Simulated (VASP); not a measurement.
**Be2SbP3: relaxation of cell and atoms with PBE**

Crystal: Be2SbP3.

```
Be Sb P
1.0
     6.62878    0.00000    0.00000
    -3.31439    5.74069    0.00000
     0.00000    0.00000    5.31762
Be Sb P
4 2 6
Direct
  0.00000 0.00000 0.00000
  0.00000 0.50000 0.00000
  0.50000 0.00000 0.00000
  0.50000 0.50000 0.00000
  0.66667 0.33333 0.64265
  0.33333 0.66667 0.35735
  0.83053 0.16947 0.21435
  0.83053 0.66107 0.21435
  0.33893 0.16947 0.21435
  0.66107 0.83053 0.78565
  0.16947 0.83053 0.78565
  0.16947 0.33893 0.78565
```

The cell was generated, and may not be a known phase.

```yaml
Program: VASP 6.6.1
Task: relaxation of cell and atoms
Functional: PBE
Potentials_or_basis: VASP PAW PBE potentials, release 64 (Be, Sb, P)
Cutoff: 600 eV
k_mesh: 3 × 3 × 4
Occupations: gaussian, width 0.1 eV
Spin: no spin polarisation
Dipole_correction: no
Further_INCAR_settings: ALGO = Normal; EDIFF = 1e-06; IBRION = 2; EDIFFG = -0.04; NSW = 90; ISIF = 3
```

```json
{
  "Relaxed volume": "17.36 Å³/atom",
  "Relaxed cell": "a = 6.710 Å, b = 6.710 Å, c = 5.341 Å, α = 90.00°, β = 90.00°, γ = 120.00°",
  "Space group after relaxing (to 0.1 Å)": "P-3m1 (No. 164)",
  "Energy gained by relaxing": "62.2 meV/atom",
  "Ionic steps": "17",
  "Pressure after relaxing": "-0.1 GPa",
  "Largest force after relaxing": "0.029 eV/Å",
  "Band gap on the k mesh": "zero (bands 24 and 25 overlap by 1.36 eV)"
}
```

Forces on the atoms (eV/Å):
```
Be   0.000  0.000  0.000
Be   0.000  0.000  0.000
Be   0.000  0.000  0.000
Be   0.000  0.000  0.000
Sb   0.000  0.000 -0.026
Sb   0.000  0.000  0.026
P   -0.023  0.013 -0.012
P    0.000 -0.026 -0.012
P    0.023  0.013 -0.012
P   -0.023 -0.013  0.012
P    0.023 -0.013  0.012
P    0.000  0.026  0.012
```

Stress tensor (GPa, compression positive):
```
-0.05  0.00  0.00
 0.00 -0.05  0.00
 0.00  0.00 -0.13
```

The path:
| step | energy change (eV) | largest force (eV/Å) | pressure (GPa) | volume (Å³) |
| --- | --- | --- | --- | --- |
| 1 | 0.0000 | 1.2915 | -2.75 | 202.36 |
| 2 | -0.2764 | 1.1162 | 0.71 | 193.98 |
| 3 | -0.3175 | 0.9478 | 3.05 | 189.46 |
| 4 | -0.5141 | 0.5627 | 2.64 | 191.85 |
| 5 | -0.5640 | 0.0918 | 2.66 | 193.95 |
| 6 | -0.6385 | 0.2198 | -0.90 | 202.91 |
| 7 | -0.6396 | 0.2012 | -0.55 | 201.92 |
| 8 | -0.6785 | 0.2031 | -0.37 | 202.29 |
| 9 | -0.7050 | 0.2588 | -0.04 | 202.79 |
| 10 | -0.7053 | 0.2653 | 0.00 | 202.85 |
| 11 | -0.7198 | 0.1513 | 0.34 | 203.02 |
| 12 | -0.7308 | 0.0800 | 1.02 | 203.35 |
| 13 | -0.7384 | 0.0707 | 0.65 | 204.81 |
| 14 | -0.7435 | 0.0793 | -0.15 | 208.14 |
| 15 | -0.7438 | 0.0667 | -0.01 | 207.53 |
| 16 | -0.7449 | 0.0573 | -0.02 | 207.72 |
| 17 | -0.7467 | 0.0291 | -0.08 | 208.29 |

Final structure:
```xyz
12
Lattice="6.7105 0.0000 0.0000 -3.3552 5.8114 0.0000 0.0000 0.0000 5.3411" Properties=species:S:1:pos:R:3 pbc="T T T"
Be    0.0000    0.0000    0.0000
Be   -1.6776    2.9057    0.0000
Be    3.3552    0.0000    0.0000
Be    1.6776    2.9057    0.0000
Sb    3.3552    1.9371    3.0186
Sb    0.0000    3.8743    2.3225
P     4.9454    1.0191    1.0637
P     3.3552    3.7733    1.0637
P     1.7651    1.0191    1.0637
P     1.5902    4.7924    4.2774
P    -1.5902    4.7924    4.2774
P     0.0000    2.0381    4.2774
```

Levels at points of the mesh, in eV from the Fermi level:
```csv
k point,band 20,band 21,band 22,band 23,band 24,band 25,band 26,band 27,band 28,band 29
"(0.00, 0.00, 0.00)",-2.34,-2.34,-0.86,-0.86,-0.07,1.22,1.22,1.76,2.10,2.10
"(0.00, 0.00, 0.50)",-0.60,-0.60,-0.26,-0.26,1.12,1.17,1.17,1.31,1.31,1.35
```

It took 15 min on 1 thread of AMD EPYC 9755 128-Core Processor (shared host), peak memory 0.38 GiB.

Caveat: the k points lie up to 0.36 Å⁻¹ apart in the final cell, too coarse for converged energies and pressures of a metal; spin-orbit coupling is left out, which moves the levels of the heavy elements.
